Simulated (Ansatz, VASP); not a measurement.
**WS in VASP and in Ansatz**

```xyz
4
Lattice="3.2228 0.0000 0.0000 -1.6114 2.7910 0.0000 0.0000 0.0000 6.3091" Properties=species:S:1:pos:R:3 pbc="T T T"
W     0.0000    0.0000    0.0000
W     0.0000    0.0000    3.1546
S     0.0000    1.8607    1.5773
S     1.6114    0.9303    4.7318
```

Alike in both runs: task relaxation of cell and atoms; functional PBEsol; k mesh 18 × 18 × 8; occupations gaussian, width 0.1 eV; no spin polarisation.

|  | VASP | Ansatz |
| --- | --- | --- |
| version | VASP 6.6.1 | Ansatz 0.2.0 |
| potentials or method | VASP PAW PBE potentials, release 64 (W_sv, S), cutoff 600 eV | scalar-relativistic, plane waves, PAW |
| valence electrons in the cell | 40 | 40 |

Ansatz gave:

```
gap on the k mesh at the Fermi level, each at its own relaxed structure (eV) : none
relaxed volume (Å³/atom)                                                     : 14.08
relaxed length of the cell vector where the two differ most in proportion (Å)              : 6.685
```

Q: What did VASP give for the same quantities?

A: gap on the k mesh at the Fermi level, each at its own relaxed structure (eV): none; relaxed volume (Å³/atom): 14.11; relaxed length of the cell vector where the two differ most in proportion (Å): 6.706.

VASP's potentials were made for PBE, not for PBEsol. A gap of «none» marks a metal or a gap that the smearing closes.

Neither program's run includes spin-orbit coupling.
